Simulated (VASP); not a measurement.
Input of a VASP 6.6.1 run:

Contents of INCAR:

```
ALGO = Normal
EDIFF = 1E-6
ENCUT = 500
GGA = PS
GGA_COMPAT = F
ISIF = 2
ISMEAR = 0
ISPIN = 2
LASPH = T
LCHARG = F
LMAXMIX = 4
LORBIT = 11
LREAL = F
LWAVE = F
MAGMOM = 1.93 1.93 0 0 0 0
NBANDS = 43
NELM = 200
PREC = Accurate
SIGMA = 0.1
```

File KPOINTS:

```
k-points
0
Gamma
  4 4 4
```

The input POSCAR:

```
MnAlGe
1.0
    3.9140000000      0.0000000000      0.0000000000
    0.0000000000      3.9140000000      0.0000000000
    0.0000000000      0.0000000000      5.9330000000
Mn Al Ge
2 2 2
Direct
    0.0000000000      0.0000000000      0.0000000000
    0.5000000000      0.5000000000      0.0000000000
    0.5000000000      0.0000000000      0.7270000000
    0.0000000000      0.5000000000      0.2730000000
    0.5000000000      0.0000000000      0.2800000000
    0.0000000000      0.5000000000      0.7200000000
```

Potentials or basis: VASP PAW PBE potentials, release 64 (Mn_pv, Al, Ge_d).

Run with:

```bash
$ cat potpaw_PBE.64/Mn_pv/POTCAR potpaw_PBE.64/Al/POTCAR potpaw_PBE.64/Ge_d/POTCAR > POTCAR
$ mpirun -np 1 vasp_std > vasp.out
```

Question: What does it give for the pressure?

Answer: -5.7 GPa.

Question: What does it give for the net moment?

Answer: 3.30 μB per cell.

Question: Estimate the largest force.

Answer: 0.654 eV/Å.

Stress tensor (GPa, compression positive):
```
-4.90  0.00  0.00
 0.00 -4.90  0.00
 0.00  0.00 -7.43
```

Caveat: the k points lie up to 0.40 Å⁻¹ apart; the PAW data sets were made with another functional, which shifts forces and pressure a little.
